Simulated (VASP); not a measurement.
# InSe in VASP: single point with PBEsol

Aim: the single point of InSe with PBEsol.

Everything below comes from runs of VASP 6.6.1. Logs are shortened: lines on timing, memory, paths and dates and some standing lists are left out, and cuts for length are marked.

**1. The cell of the first run**

The cell holds a slab with vacuum, 12 atoms: a = 4.000 Å, b = 4.000 Å, c = 30.950 Å, α = 90.00°, β = 90.00°, γ = 60.00°.

**2. Single point, PBEsol (the distance across one plane changed)**

File INCAR:

```
  PREC = Accurate
  ENCUT = 500
  EDIFF = 1E-6
  ISMEAR = 0
  SIGMA = 0.03
  LREAL = False
  LASPH = True
  NELM = 120
  ALGO = Normal
  ISIF = 2
  LWAVE = False
  LCHARG = False
  GGA = PS
  NBANDS = 69
  GGA_COMPAT = False
```

File KPOINTS:

```
Automatic mesh
0
Gamma
  10 10 2
```

File POSCAR:

```
InSe
1.0
   -1.9999996503     -3.4641010095      0.0000000000
    1.9999996503     -3.4641010095      0.0000000000
    0.0000000000      0.0000000000     30.9500100000
In Se
6 6
Direct
    0.0000000000      0.0000000000      0.6265715350
    0.3333333333      0.3333333333      0.0891455374
    0.6666666667      0.6666666667      0.3578585362
    1.0000000000      1.0000000000      0.7170203303
    0.3333333333      0.3333333333      0.1795943327
    0.6666666667      0.6666666667      0.4483073315
    1.0000000000      1.0000000000      0.3166110908
    0.3333333333      0.3333333333      0.5853240896
    0.6666666667      0.6666666667      0.0478980920
    1.0000000000      1.0000000000      0.4895279056
    0.3333333333      0.3333333333      0.7582409044
    0.6666666667      0.6666666667      0.2208149068
```

Potentials or basis: VASP PAW PBE potentials, release 64 (In_d, Se).

Command:

```console
$ cat potpaw_PBE.64/In_d/POTCAR potpaw_PBE.64/Se/POTCAR > POTCAR
$ mpirun -np 1 vasp_std > vasp.out
```

OUTCAR:

```text
PREC = Accurate
   ENCUT = 500
   EDIFF = 1E-6
   ISMEAR = 0
   LREAL = False
   LASPH = True
   NELM = 120
   ISIF = 2
   GGA = PS

 ion  position               nearest neighbor table
   1  0.000  0.000  0.627-   8 2.64   8 2.64   8 2.64   4 2.80
   2  0.333  0.333  0.089-   9 2.64   9 2.64   9 2.64   5 2.80
   3  0.667  0.667  0.358-   7 2.64   7 2.64   7 2.64   6 2.80
   4  0.000  0.000  0.717-  11 2.64  11 2.64  11 2.64   1 2.80
   5  0.333  0.333  0.180-  12 2.64  12 2.64  12 2.64   2 2.80
   6  0.667  0.667  0.448-  10 2.64  10 2.64  10 2.64   3 2.80
   7  0.000  0.000  0.317-   3 2.64   3 2.64   3 2.64
   8  0.333  0.333  0.585-   1 2.64   1 2.64   1 2.64
   9  0.667  0.667  0.048-   2 2.64   2 2.64   2 2.64
  10  0.000  0.000  0.490-   6 2.64   6 2.64   6 2.64
  11  0.333  0.333  0.758-   4 2.64   4 2.64   4 2.64
  12  0.667  0.667  0.221-   5 2.64   5 2.64   5 2.64

  LATTYP: Found a hexagonal cell.
 ALAT       =     3.9999993007
 C/A-ratio  =     7.7375038528

  Lattice vectors:

 A1 = (  -1.9999996503,   3.4641010095,   0.0000000000)
 A2 = (  -1.9999996503,  -3.4641010095,   0.0000000000)
 A3 = (   0.0000000000,   0.0000000000,  30.9500100000)

Analysis of symmetry for initial positions (statically):
=====================================================================
 Subroutine PRICEL returns:
 Original cell was already a primitive cell.

 Routine SETGRP: Setting up the symmetry group for a
 hexagonal supercell.

 Subroutine GETGRP returns: Found  6 space group operations
 (whereof  6 operations were pure point group operations)
 out of a pool of 24 trial point group operations.

The static configuration has the point symmetry C_3v.

Analysis of symmetry for dynamics (positions and initial velocities):
=====================================================================
 Subroutine PRICEL returns:
 Original cell was already a primitive cell.

 Routine SETGRP: Setting up the symmetry group for a
 hexagonal supercell.

 Subroutine GETGRP returns: Found  6 space group operations
 (whereof  6 operations were pure point group operations)
 out of a pool of 24 trial point group operations.

The dynamic configuration has the point symmetry C_3v.

 Subroutine INISYM returns: Found  6 space group operations
 (whereof  6 operations are pure point group operations),
 and found     1 'primitive' translations

----------------------------------------------------------------------------------------

                                     Primitive cell

  volume of cell :     428.8558

  direct lattice vectors                    reciprocal lattice vectors
    -1.999999650 -3.464101010  0.000000000    -0.250000044 -0.144337593  0.000000000
     1.999999650 -3.464101010  0.000000000     0.250000044 -0.144337593  0.000000000
     0.000000000  0.000000000 30.950010000     0.000000000  0.000000000  0.032310167

  length of vectors
     3.999999301  3.999999301 30.950010000     0.288675185  0.288675185  0.032310167

  position of ions in fractional coordinates (direct lattice)
     0.000000000  0.000000000  0.626571535
     0.333333333  0.333333333  0.089145537
     0.666666667  0.666666667  0.357858536
     0.000000000  0.000000000  0.717020330
     0.333333333  0.333333333  0.179594333
     0.666666667  0.666666667  0.448307331
     0.000000000  0.000000000  0.316611091
     0.333333333  0.333333333  0.585324090
     0.666666667  0.666666667  0.047898092
     0.000000000  0.000000000  0.489527906
     0.333333333  0.333333333  0.758240904
     0.666666667  0.666666667  0.220814907

  ion indices of the primitive-cell ions
   primitive index   ion index
                 1           1
                 2           2
                 3           3
                 4           4
                 5           5
                 6           6
                 7           7
                 8           8
                 9           9
                10          10
                11          11
                12          12

----------------------------------------------------------------------------------------

 KPOINTS: Automatic mesh

Automatic generation of k-mesh.
 Grid dimensions read from file:
 generate k-points for:   10   10    2

 Generating k-lattice:

  Cartesian coordinates                     Fractional coordinates (reciprocal lattice)
    -0.025000004 -0.014433759  0.000000000     0.100000000  0.000000000  0.000000000
     0.025000004 -0.014433759  0.000000000     0.000000000  0.100000000  0.000000000
     0.000000000  0.000000000  0.016155084     0.000000000  0.000000000  0.500000000

  Length of vectors
     0.028867519  0.028867519  0.016155084

  Shift w.r.t. Gamma in fractional coordinates (k-lattice)
     0.000000000  0.000000000  0.000000000

 Subroutine IBZKPT returns following result:
 ===========================================

 Found     28 irreducible k-points:

 Following reciprocal coordinates:
            Coordinates               Weight
  0.000000  0.000000  0.000000      1.000000
  0.100000  0.000000  0.000000      6.000000
  0.200000  0.000000  0.000000      6.000000
  0.300000  0.000000  0.000000      6.000000
  0.400000  0.000000  0.000000      6.000000
  0.500000  0.000000  0.000000      3.000000
[... 16 lines left out ...]
  0.400000  0.100000  0.500000     12.000000
  0.500000  0.100000  0.500000     12.000000
 [... further k-points ...]
   k-points           NKPTS =     28   k-points in BZ     NKDIM =     28   number of bands    NBANDS=     69
   number of dos      NEDOS =    301   number of ions     NIONS =     12
   total plane-waves  NPLWV = 216000
   dimension x,y,z NGX =    30 NGY =   30 NGZ =  240
   dimension x,y,z NGXF=    60 NGYF=   60 NGZF=  480
   ions per type =               6   6
   NGX,Y,Z   is equivalent  to a cutoff of  12.47, 12.47, 12.89 a.u.
   NGXF,Y,Z  is equivalent  to a cutoff of  24.94, 24.94, 25.78 a.u.
 SYSTEM =  unknown system
   PREC   = accura    normal or accurate (medium, high low for compatibility)
   ISTART =      0    job   : 0-new  1-cont  2-samecut
   ICHARG =      2    charge: 1-file 2-atom 10-const
   ISPIN  =      1    spin polarized calculation?
   LNONCOLLINEAR =      F non collinear calculations
   LSORBIT =      F    spin-orbit coupling
   LASPH  =      T    aspherical Exc in radial PAW
   ENCUT  =  500.0 eV  36.75 Ry    6.06 a.u.   7.29  7.29 56.43*2*pi/ulx,y,z
   NELM   =    120;   NELMIN=  2; NELMDL= -5     # of ELM steps
   EDIFF  = 0.1E-05   stopping-criterion for ELM
   LREAL  =      F    real-space projection
   EDIFFG = 0.1E-04   stopping-criterion for IOM
   NSW    =      0    number of steps for IOM
   IBRION =     -1    ionic relax: 0-MD 1-quasi-New 2-CG
   NFREE  =      0    steps in history (QN), initial steepest desc. (CG)
   ISIF   =      2    stress and relaxation
   ISYM   =      2    0-nonsym 1-usesym 2-fastsym
   POTIM  = 0.5000    time-step for ionic-motion
   TEBEG  =    0.0;   TEEND  =   0.0 temperature during run
   PSTRESS=    0.0 pullay stress
   NELECT =     114.0000    total number of electrons
   NUPDOWN=      -1.0000    fix difference up-down
   EMIN   =  10.00;   EMAX   =-10.00  energy-range for DOS
   EFERMI =   0.00;   METHOD = LEGACY
   ISMEAR =     0;   SIGMA  =   0.03  broadening in eV -4-tet -1-fermi 0-gaus
   EFERMI_NEDOS =   21; number of points for ismear=-14 and -15
   IALGO  =     38    algorithm
   IMIX   =      4    mixing-type and parameters
     AMIX     =   0.40;   BMIX     =  1.00
     AMIX_MAG =   1.60;   BMIX_MAG =  1.00
  volume/ion in A,a.u.               =      35.74       241.17
  Fermi-wavevector in a.u.,A,eV,Ry     =   1.052623  1.989168 15.075451  1.108014
  Thomas-Fermi vector in A             =   2.187712
   LORBIT       =      0    0 simple, 1 ext, 2 COOP (PROOUT), +10 PAW based schemes
   GGA     = PS    functional components
   LHFCALC =     F    Hartree Fock is set to
   AEXX    =    0.0000 exact exchange contribution
   IVDW    =     0    specifies the selected vdW correction
   LEPSILON=     F    determine dielectric tensor
   LRPA    =     F    only Hartree local field effects (RPA)
 non-spin polarized calculation
 Gauss-broadening in eV      SIGMA  =   0.03
  energy-cutoff  :      500.00
  volume of cell :      428.86
 maximum number of plane-waves:     10972
 NGX is ok and might be reduce to    30
   NGX = 15   NGY = 15   NGZ =113

 number of electron     113.9999970 magnetization

 Free energy of the ion-electron system (eV)
  ---------------------------------------------------
  ext. energy  EPLUGINS =         0.00000000
  ---------------------------------------------------
  free energy    TOTEN  =       -46.74391956 eV

  energy without entropy =      -46.74391956  energy(sigma->0) =      -46.74391956

 E-fermi :   2.1912     XC(G=0):  -7.6774

 val. band max:        2.0580415730   @ k =   0.1000   0.0000   0.5000
 cond. band min:       2.8255812239   @ k =   0.0000   0.0000   0.5000
 fundamental gap:      0.7675396509
 Fermi energy:         2.1912178760

 k-point     1 :       0.0000    0.0000    0.0000
  band No.  band energies     occupation
      1     -12.4404      2.00000
      2     -12.4310      2.00000
      3     -12.4234      2.00000
      4     -12.2555      2.00000
      5     -12.2555      2.00000
      6     -12.2470      2.00000
[... 61 lines left out ...]
     68       6.6351      0.00000
     69       6.6351      0.00000

 k-point     2 :       0.1000    0.0000    0.0000
  band No.  band energies     occupation
      1     -12.4422      2.00000
      2     -12.4327      2.00000
      3     -12.4251      2.00000
      4     -12.2963      2.00000
      5     -12.2861      2.00000
      6     -12.2786      2.00000
[... 1573 lines left out ...]
     68       6.4010      0.00000
     69       6.5034      0.00000

 k-point    24 :       0.5000    0.1000    0.5000
  band No.  band energies     occupation
      1     -12.5964      2.00000
      2     -12.5839      2.00000
      3     -12.5769      2.00000
      4     -12.4998      2.00000
      5     -12.4866      2.00000
      6     -12.4792      2.00000
[... 61 lines left out ...]
     68       6.2269      0.00000
     69       6.2894      0.00000

 [... further k-points ...]
[... 5 lines left out ...]
  --------------------------------------------------------------------------------------
  -------------------------------------------------------------------------------------
  Total        0.7673147      0.7673147     -0.3465279      0.0000000      0.0000000      0.0000000
  in kB        2.8666378      2.8666378     -1.2946059      0.0000000      0.0000000      0.0000000
  external PRESSURE =       1.4795566 kB  Pullay stress =       0.0000000 kB

 VOLUME and BASIS-vectors are now :
 -----------------------------------------------------------------------------
  energy-cutoff  :      500.00
  volume of cell :      428.86
      direct lattice vectors                 reciprocal lattice vectors
    -1.999999650 -3.464101010  0.000000000    -0.250000044 -0.144337593  0.000000000
     1.999999650 -3.464101010  0.000000000     0.250000044 -0.144337593  0.000000000
     0.000000000  0.000000000 30.950010000     0.000000000  0.000000000  0.032310167

 POSITION                                       TOTAL-FORCE (eV/Angst)
 -----------------------------------------------------------------------------------
      0.00000      0.00000     19.39240         0.000000     -0.000000      0.184951
      0.00000     -2.30940      2.75906        -0.000000     -0.000000      0.159456
      0.00000     -4.61880     11.07573        -0.000000      0.000000      0.175347
      0.00000      0.00000     22.19179         0.000000     -0.000000     -0.163950
      0.00000     -2.30940      5.55845         0.000000     -0.000000     -0.185880
      0.00000     -4.61880     13.87512         0.000000     -0.000000     -0.175030
      0.00000      0.00000      9.79912         0.000000     -0.000000     -0.029203
      0.00000     -2.30940     18.11579         0.000000     -0.000000     -0.031210
      0.00000     -4.61880      1.48245         0.000000     -0.000000     -0.043106
      0.00000      0.00000     15.15089        -0.000000     -0.000000      0.029012
      0.00000     -2.30940     23.46756        -0.000000     -0.000000      0.047278
      0.00000     -4.61880      6.83422         0.000000     -0.000000      0.032334
 -----------------------------------------------------------------------------------
    total drift:                               -0.000000      0.000000      0.000354

  FREE ENERGIE OF THE ION-ELECTRON SYSTEM (eV)
  ---------------------------------------------------
  free  energy   TOTEN  =       -46.7439195622 eV

  energy  without entropy=      -46.7439195622  energy(sigma->0) =      -46.74391956
```

Wall time 14 min (1 thread of Intel Xeon 6975P-C (Granite Rapids), shared host); peak memory 0.86 GiB.

Results:

- Free energy: -46.7439 eV
- Largest force: 0.186 eV/Å
- Band gap on the k mesh: 0.77 eV (least direct gap 0.83 eV)

Forces in eV/Å, atoms in the order of the input:
```
In   0.000  0.000  0.185
In   0.000  0.000  0.159
In   0.000  0.000  0.175
In   0.000  0.000 -0.164
In   0.000  0.000 -0.186
In   0.000  0.000 -0.175
Se   0.000  0.000 -0.029
Se   0.000  0.000 -0.031
Se   0.000  0.000 -0.043
Se   0.000  0.000  0.029
Se   0.000  0.000  0.047
Se   0.000  0.000  0.032
```

Levels at points of the mesh, in eV from the valence-band top:
| k point | band 54 | band 55 | band 56 | band 57 | band 58 | band 59 | band 60 | band 61 |
| --- | --- | --- | --- | --- | --- | --- | --- | --- |
| (0.00, 0.00, 0.00) | -0.89 | -0.89 | -0.65 | -0.06 | 0.77 | 1.29 | 1.75 | 2.25 |
| (0.50, 0.00, 0.00) | -1.81 | -1.49 | -1.45 | -1.34 | 1.44 | 1.44 | 1.74 | 1.77 |
| (0.00, 0.00, 0.50) | -0.89 | -0.89 | -0.65 | -0.06 | 0.77 | 1.29 | 1.75 | 2.25 |
| (0.50, 0.00, 0.50) | -1.81 | -1.49 | -1.45 | -1.34 | 1.44 | 1.44 | 1.74 | 1.77 |

Caveat: the cell differs from its parent crystal (the distance across one plane changed); there is no dipole correction, which matters where the two faces differ; semilocal functionals underestimate gaps, and a narrow one can read as zero; the PAW data sets were made with another functional, which shifts forces and pressure a little; spin-orbit coupling is left out, which moves the levels of the heavy elements.
